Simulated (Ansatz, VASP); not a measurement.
**SnTe in VASP and in Ansatz**

POSCAR

```
SnTe
1.0
    0.0000000000      3.1893303446      3.1893303446
    3.1893303446      0.0000000000      3.1893303446
    3.1893303446      3.1893303446      0.0000000000
Sn Te
1 1
Direct
    0.0000000000      0.0000000000      0.0000000000
    0.5000000000      0.5000000000      0.5000000000
```

File INCAR.step1:

```
PREC     = Accurate       # precision mode
ENCUT    = 520            # plane-wave cutoff, eV
ISMEAR   = -1             # smearing method
SIGMA    = 0.02           # smearing width, eV
LREAL    = F              # projectors in reciprocal space
LASPH    = T              # aspherical terms in the spheres
NELM     = 60             # most SCF steps
NBANDS   = 17             # bands
GGA      = PE             # functional
ALGO     = Normal         # electronic algorithm
EDIFF    = 1E-4           # SCF threshold, eV
LWAVE    = T              # write WAVECAR
LCHARG   = F              # write CHGCAR
```

File INCAR.step2:

```
PREC     = Accurate       # precision mode
ENCUT    = 520            # plane-wave cutoff, eV
EDIFF    = 1E-6           # SCF threshold, eV
ISMEAR   = -1             # smearing method
SIGMA    = 0.02           # smearing width, eV
LREAL    = F              # projectors in reciprocal space
LASPH    = T              # aspherical terms in the spheres
NELM     = 60             # most SCF steps
ALGO     = Normal         # electronic algorithm
ISIF     = 2              # what is computed and relaxed
LWAVE    = F              # write WAVECAR
LCHARG   = T              # write CHGCAR
METAGGA  = R2SCAN         # meta-GGA
LMIXTAU  = T            
LELF     = T              # ELF
LVHAR    = T            
NBANDS   = 17             # bands
ISTART   = 1
```

File KPOINTS:

```
regular mesh
0
Gamma
  8 8 8
```

Input for Ansatz:

```yaml
crystal:
  lattice:
    - [0.0, 3.1893303446, 3.1893303446]
    - [3.1893303446, 0.0, 3.1893303446]
    - [3.1893303446, 3.1893303446, 0.0]
  atoms:
    - { symbol: Sn, position: [0.0, 0.0, 0.0] }
    - { symbol: Te, position: [0.5, 0.5, 0.5] }
kpoints:
  mp_grid: { grid: [8, 8, 8] }
  band_path:
    path:
      - [0.0, 0.0, 0.0]
      - [0.5, 0.0, 0.5]
      - [0.625, 0.25, 0.625]
      - [0.375, 0.375, 0.75]
      - [0.5, 0.5, 0.5]
      - [0.5, 0.25, 0.75]
    npoints: 1
hamiltonian:
  xc: r2scan
scf:
  occupations: { method: fermi_dirac, width: 0.02 }
  n_extra_bands: 4
output:
  forces: true
  stress: true
  eigenvalues: true
```

Alike in both runs: task single point; functional r2SCAN; k mesh 8 × 8 × 8; occupations fermi-dirac, width 0.02 eV; no spin polarisation.

|  | VASP | Ansatz |
| --- | --- | --- |
| version | VASP 6.6.1 | Ansatz 0.2.0 |
| potentials or method | VASP PAW PBE potentials, release 64 (Sn_d, Te) | plane waves, PAW |
| plane-wave cutoff (eV) | 520 | 500 |
| valence electrons in the cell | 20 | 30 |

|  | VASP | Ansatz | Ansatz less VASP |
| --- | --- | --- | --- |
| pressure (GPa) | -0.1 | -0.1 | -0.01 |

VASP's potentials were made for PBE, not for r2SCAN. VASP's potentials hold 20 valence electrons a cell and Ansatz's 30, so a difference there can come from the potentials and not from the codes.

Neither program's run includes spin-orbit coupling.
